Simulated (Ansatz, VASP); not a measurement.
RbBr in VASP and in Ansatz

```
Rb Br
1.0
     4.12608    0.00000    0.00000
     0.00000    4.12608    0.00000
     0.00000    0.00000    4.12608
Rb Br
1 1
Direct
  0.00000 0.00000 0.00000
  0.50000 0.50000 0.50000
```

Alike in both runs: task relaxation of cell and atoms; functional PBEsol; k mesh 7 × 7 × 7; occupations fermi-dirac, width 0.05 eV; no spin polarisation.

|  | VASP | Ansatz |
| --- | --- | --- |
| version | VASP 6.6.1 | Ansatz 0.2.0 |
| potentials or method | VASP PAW PBE potentials, release 64 (Rb_sv, Br) | Ansatz PAW |
| plane-wave cutoff (eV) | 600 | 420 |
| valence electrons in the cell | 16 | 16 |

Ansatz gave:

* gap on the k mesh at the Fermi level, each at its own relaxed structure (eV): 4.07
* relaxed volume (Å³/atom): 33.71
* relaxed cell length with the largest relative difference (Å): 4.070

Q: Estimate VASP's values.

A: gap on the k mesh at the Fermi level, each at its own relaxed structure (eV): 4.05; relaxed volume (Å³/atom): 33.82; relaxed cell length with the largest relative difference (Å): 4.074.

VASP's potentials were made for PBE, not for PBEsol.

Noted on Ansatz's run: odd divisions of the mesh miss points on the zone boundary, where band edges often lie, so the gap on the mesh can be too wide; the plane-wave basis is chosen anew once the cell has moved, so the energies of steps on either side of that aren't comparable.
